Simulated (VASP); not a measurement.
# Ta3N2 (P-6m2) in VASP: notebook

Ta3N2 is run at these levels: PBE; tasks: single point, relaxation of cell and atoms.

Program: VASP 6.6.1. These are calculated values, not measurements. Logs are shortened: lines on timing, memory, paths and dates and some standing lists are left out, and cuts for length are marked.

**1. The cell of the first run**

The structure is hexagonal, space group P-6m2 (No. 187). The conventional cell has a = 2.940 Å, b = 2.940 Å, c = 8.615 Å, α = 90.00°, β = 90.00°, γ = 120.00°. Ta (site symmetry 3m) has 3 N at 2.25 Å and 8 Ta at 2.80 to 2.94 Å within 3.0 Å. Within 2.9 Å of Ta (site symmetry -6m2) lie 6 N at 2.21 Å. Within 2.9 Å of N (site symmetry 3m) lie 6 Ta at 2.21 to 2.25 Å and 1 N at 2.84 Å.

**2. Single point, PBE**

Input file INCAR:

```
  PREC = Accurate
  ENCUT = 520
  EDIFF = 1E-7
  ISMEAR = 0
  SIGMA = 0.1
  LREAL = False
  LASPH = True
  NELM = 80
  ALGO = Normal
  ISIF = 2
  LWAVE = False
  LCHARG = True
  GGA = PE
  LELF = True
  LVHAR = True
  NBANDS = 30
```

Input file KPOINTS:

```
Automatic mesh
0
Gamma
  6 6 4
```

Input file POSCAR:

```
Ta3N2
1.0
    2.9404600573      0.0000000000      0.0000000000
   -1.4702300287      2.5465131085      0.0000000000
    0.0000000000      0.0000000000      8.6147388230
Ta N
3 2
Direct
    0.0000000000      0.0000000000      0.3372365857
    0.0000000000      0.0000000000      0.6627634143
    0.0000000000      0.0000000000      0.0000000000
    0.6666666667      0.3333333333      0.8350342015
    0.6666666667      0.3333333333      0.1649657985
```

Potentials or basis: VASP PAW PBE potentials, release 64 (Ta_pv, N).

Run with:

```
> cat potpaw_PBE.64/Ta_pv/POTCAR potpaw_PBE.64/N/POTCAR > POTCAR
> mpirun -np 1 vasp_std > vasp.out
```

OUTCAR:

```text
PREC = Accurate
   ENCUT = 520
   EDIFF = 1E-7
   ISMEAR = 0
   LREAL = False
   LASPH = True
   NELM = 80
   ISIF = 2
   GGA = PE

 ion  position               nearest neighbor table
   1  0.000  0.000  0.337-   5 2.25   5 2.25   5 2.25   2 2.80   3 2.91
   2  0.000  0.000  0.663-   4 2.25   4 2.25   4 2.25   1 2.80   3 2.91
   3  0.000  0.000  0.000-   4 2.21   5 2.21   4 2.21   5 2.21   4 2.21   5 2.21   1 2.91   2 2.91

   4  0.667  0.333  0.835-   3 2.21   3 2.21   3 2.21   2 2.25   2 2.25   2 2.25
   5  0.667  0.333  0.165-   3 2.21   3 2.21   3 2.21   1 2.25   1 2.25   1 2.25

  LATTYP: Found a hexagonal cell.
 ALAT       =     2.9404600573
 C/A-ratio  =     2.9297248237

  Lattice vectors:

 A1 = (   2.9404600573,   0.0000000000,   0.0000000000)
 A2 = (  -1.4702300287,   2.5465131085,   0.0000000000)
 A3 = (   0.0000000000,   0.0000000000,   8.6147388230)

Analysis of symmetry for initial positions (statically):
=====================================================================
 Subroutine PRICEL returns:
 Original cell was already a primitive cell.

 Routine SETGRP: Setting up the symmetry group for a
 hexagonal supercell.

 Subroutine GETGRP returns: Found 12 space group operations
 (whereof 12 operations were pure point group operations)
 out of a pool of 24 trial point group operations.

The static configuration has the point symmetry D_3h.

Analysis of symmetry for dynamics (positions and initial velocities):
=====================================================================
 Subroutine PRICEL returns:
 Original cell was already a primitive cell.

 Routine SETGRP: Setting up the symmetry group for a
 hexagonal supercell.

 Subroutine GETGRP returns: Found 12 space group operations
 (whereof 12 operations were pure point group operations)
 out of a pool of 24 trial point group operations.

The dynamic configuration has the point symmetry D_3h.

 Subroutine INISYM returns: Found 12 space group operations
 (whereof 12 operations are pure point group operations),
 and found     1 'primitive' translations

----------------------------------------------------------------------------------------

                                     Primitive cell

  volume of cell :      64.5065

  direct lattice vectors                    reciprocal lattice vectors
     2.940460057  0.000000000  0.000000000     0.340082838  0.196346918  0.000000000
    -1.470230029  2.546513109  0.000000000     0.000000000  0.392693836  0.000000000
     0.000000000  0.000000000  8.614738823     0.000000000  0.000000000  0.116080130
[... 89 lines left out ...]
   NSW    =      0    number of steps for IOM
   IBRION =     -1    ionic relax: 0-MD 1-quasi-New 2-CG
   NFREE  =      0    steps in history (QN), initial steepest desc. (CG)
   ISIF   =      2    stress and relaxation
   ISYM   =      2    0-nonsym 1-usesym 2-fastsym
   POTIM  = 0.5000    time-step for ionic-motion
   TEBEG  =    0.0;   TEEND  =   0.0 temperature during run
   PSTRESS=    0.0 pullay stress
   NELECT =      43.0000    total number of electrons
   NUPDOWN=      -1.0000    fix difference up-down
   EMIN   =  10.00;   EMAX   =-10.00  energy-range for DOS
   EFERMI =   0.00;   METHOD = LEGACY
   ISMEAR =     0;   SIGMA  =   0.10  broadening in eV -4-tet -1-fermi 0-gaus
   EFERMI_NEDOS =   21; number of points for ismear=-14 and -15
   IALGO  =     38    algorithm
   IMIX   =      4    mixing-type and parameters
     AMIX     =   0.40;   BMIX     =  1.00
     AMIX_MAG =   1.60;   BMIX_MAG =  1.00
  volume/ion in A,a.u.               =      12.90        87.06
  Fermi-wavevector in a.u.,A,eV,Ry     =   1.430089  2.702477 27.826035  2.045156
  Thomas-Fermi vector in A             =   2.549973
   LORBIT       =      0    0 simple, 1 ext, 2 COOP (PROOUT), +10 PAW based schemes
   GGA     = PE    functional components
   LHFCALC =     F    Hartree Fock is set to
   AEXX    =    0.0000 exact exchange contribution
   IVDW    =     0    specifies the selected vdW correction
   LEPSILON=     F    determine dielectric tensor
   LRPA    =     F    only Hartree local field effects (RPA)
 non-spin polarized calculation
 Gauss-broadening in eV      SIGMA  =   0.10
  energy-cutoff  :      520.00
  volume of cell :       64.51
 maximum number of plane-waves:      1785
 NGX is ok and might be reduce to    24
   NGX = 11   NGY = 11   NGZ = 33

 number of electron      43.0000009 magnetization

 Free energy of the ion-electron system (eV)
  ---------------------------------------------------
  ext. energy  EPLUGINS =         0.00000000
  ---------------------------------------------------
  free energy    TOTEN  =       -55.11047773 eV

  energy without entropy =      -55.08376500  energy(sigma->0) =      -55.09712137

 E-fermi :   7.0693     XC(G=0): -12.8078

 val. band max:        7.0139436485   @ k =   0.5000  -0.0000   0.2500
 cond. band min:       7.0908873624   @ k =   0.1667   0.1667   0.2500
 fundamental gap:      0.0769437139
 Fermi energy:         7.0693439371

 k-point     1 :       0.0000    0.0000    0.0000
  band No.  band energies     occupation
      1     -28.3473      2.00000
      2     -28.1091      2.00000
      3     -27.4967      2.00000
      4     -27.4830      2.00000
      5     -27.4830      2.00000
      6     -27.2890      2.00000
[... 682 lines left out ...]
     29      12.4056      0.00000
     30      12.4152      0.00000

------------------------ aborting loop because EDIFF is reached ----------------------------------------

  FORCE on cell =-STRESS in cart. coord.  units (eV):
  Direction    XX          YY          ZZ          XY          YZ          ZX
  --------------------------------------------------------------------------------------
  -------------------------------------------------------------------------------------
  Total        0.0941235      0.0941235      0.2652062     -0.0000000      0.0000000      0.0000000
  in kB        2.3377889      2.3377889      6.5870488     -0.0000000      0.0000000      0.0000000
  external PRESSURE =       3.7542089 kB  Pullay stress =       0.0000000 kB

 VOLUME and BASIS-vectors are now :
 -----------------------------------------------------------------------------
  energy-cutoff  :      520.00
  volume of cell :       64.51
      direct lattice vectors                 reciprocal lattice vectors
     2.940460057  0.000000000  0.000000000     0.340082838  0.196346918  0.000000000
    -1.470230029  2.546513109  0.000000000     0.000000000  0.392693836  0.000000000
     0.000000000  0.000000000  8.614738823     0.000000000  0.000000000  0.116080130

 POSITION                                       TOTAL-FORCE (eV/Angst)
 -----------------------------------------------------------------------------------
      0.00000      0.00000      2.90521         0.000000     -0.000000      0.023465
      0.00000      0.00000      5.70953         0.000000      0.000000     -0.023465
      0.00000      0.00000      0.00000        -0.000000      0.000000     -0.000000
      1.47023      0.84884      7.19360        -0.000000     -0.000000     -0.004122
      1.47023      0.84884      1.42114         0.000000     -0.000000      0.004122
 -----------------------------------------------------------------------------------
    total drift:                               -0.000000      0.000000      0.000000

  FREE ENERGIE OF THE ION-ELECTRON SYSTEM (eV)
  ---------------------------------------------------
  free  energy   TOTEN  =       -55.1104777314 eV

  energy  without entropy=      -55.0837650009  energy(sigma->0) =      -55.09712137
```

OSZICAR:

```text
N       E                     dE             d eps       ncg     rms          rms(c)
DAV:   1     0.403013263346E+03    0.40301E+03   -0.23296E+04  1260   0.147E+03
DAV:   2    -0.365783251569E+02   -0.43959E+03   -0.42470E+03  1400   0.442E+02
DAV:   3    -0.603938535530E+02   -0.23816E+02   -0.23184E+02  1524   0.965E+01
DAV:   4    -0.609222549120E+02   -0.52840E+00   -0.52233E+00  1622   0.135E+01
DAV:   5    -0.609282806108E+02   -0.60257E-02   -0.60197E-02  1572   0.132E+00    0.335E+01
DAV:   6    -0.554605934640E+02    0.54677E+01   -0.29429E+01  1630   0.285E+01    0.153E+01
DAV:   7    -0.551747672444E+02    0.28583E+00   -0.27315E+00  1578   0.999E+00    0.782E+00
DAV:   8    -0.551401650113E+02    0.34602E-01   -0.70299E-01  1668   0.530E+00    0.111E+00
DAV:   9    -0.551123412935E+02    0.27824E-01   -0.14038E-01  1636   0.288E+00    0.431E-01
DAV:  10    -0.551107404087E+02    0.16009E-02   -0.21405E-02  1640   0.783E-01    0.211E-01
DAV:  11    -0.551104924192E+02    0.24799E-03   -0.32383E-03  1652   0.365E-01    0.484E-02
DAV:  12    -0.551104778356E+02    0.14584E-04   -0.19363E-04  1616   0.965E-02    0.162E-02
DAV:  13    -0.551104783521E+02   -0.51651E-06   -0.26179E-05  1650   0.309E-02    0.843E-03
DAV:  14    -0.551104781170E+02    0.23506E-06   -0.47627E-06  1688   0.133E-02    0.207E-03
DAV:  15    -0.551104777644E+02    0.35260E-06   -0.33900E-07  1346   0.446E-03    0.777E-04
DAV:  16    -0.551104777314E+02    0.33072E-07   -0.23514E-08   966   0.110E-03
   1 F= -.55110478E+02 E0= -.55097121E+02  d E =-.267127E-01
```

stdout:

```text
POSCAR found type information on POSCAR TaN
 POSCAR found :  2 types and       5 ions
 scaLAPACK will be used
 LDA part: xc-table for (Slater+PW92), standard interpolation
 POSCAR, INCAR and KPOINTS ok, starting setup
 FFT: planning ... GRIDC
 FFT: planning ... GRID_SOFT
 FFT: planning ... GRID
 WAVECAR not read
 entering main loop
```

Wall time 22 s (1 thread of Intel Xeon 6975P-C (Granite Rapids), shared host); peak memory 0.19 GiB.

Results:

```yaml
Free_energy: -55.1105 eV
Pressure: 0.4 GPa
Largest_force: 0.023 eV/Å
```

Forces on the atoms (eV/Å):
```
Ta   0.000  0.000  0.023
Ta   0.000  0.000 -0.023
Ta   0.000  0.000  0.000
N    0.000  0.000 -0.004
N    0.000  0.000  0.004
```

Stress tensor (GPa, compression positive):
```
0.23 0.00 0.00
0.00 0.23 0.00
0.00 0.00 0.66
```

Levels at points of the mesh, in eV from the Fermi level:
```
           k point  band 19  band 20  band 21  band 22  band 23  band 24
(0.00, 0.00, 0.00)    -3.11    -0.75     0.02     0.02     0.68     0.68
(0.50, 0.00, 0.00)    -2.46    -2.00    -1.14     0.34     2.60     2.71
(0.00, 0.00, 0.50)    -3.02    -1.30     0.26     0.26     0.35     0.35
(0.50, 0.00, 0.50)    -2.94    -1.69    -1.00    -0.54     2.01     2.60
```

Caveat: the k points lie up to 0.41 Å⁻¹ apart; spin-orbit coupling is left out, which moves the levels of the heavy elements.

(Part 1 of 3 ends here.)
